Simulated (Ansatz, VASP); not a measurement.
**NbAgCl3 in VASP and in Ansatz**

```xyz
5
Lattice="4.9963 0.0000 0.0000 0.0000 4.9963 0.0000 0.0000 0.0000 4.9963" Properties=species:S:1:pos:R:3 pbc="T T T"
Nb    0.0000    0.0000    0.0000
Ag    2.4981    2.4981    2.4981
Cl    0.0000    2.4981    2.4981
Cl    2.4981    0.0000    2.4981
Cl    2.4981    2.4981    0.0000
```

Alike in both runs: functional PBE; k mesh 8 × 8 × 8; occupations gaussian, width 0.1 eV; no spin polarisation.

Ansatz relaxed the structure, and its values are those at the end. VASP's run is a single point on that final structure, the one shown.

```csv
,VASP,Ansatz
version,VASP 6.6.1,Ansatz 0.2.0
potentials or method,"VASP PAW PBE potentials, release 64 (Nb_sv, Ag, Cl), cutoff 520 eV","scalar-relativistic, plane waves, PAW"
valence electrons in the cell,45,53
```

Ansatz gave:

| Item | Value |
| --- | --- |
| gap on the k mesh at the Fermi level (eV) | none |
| pressure (GPa) | 0.0 |

What did VASP give for the same quantities?

gap on the k mesh at the Fermi level (eV): none; pressure (GPa): -0.1.

A gap of «none» marks a metal or a gap that the smearing closes. VASP's potentials hold 45 valence electrons a cell and Ansatz's 53, so a difference there can come from the potentials and not from the codes.
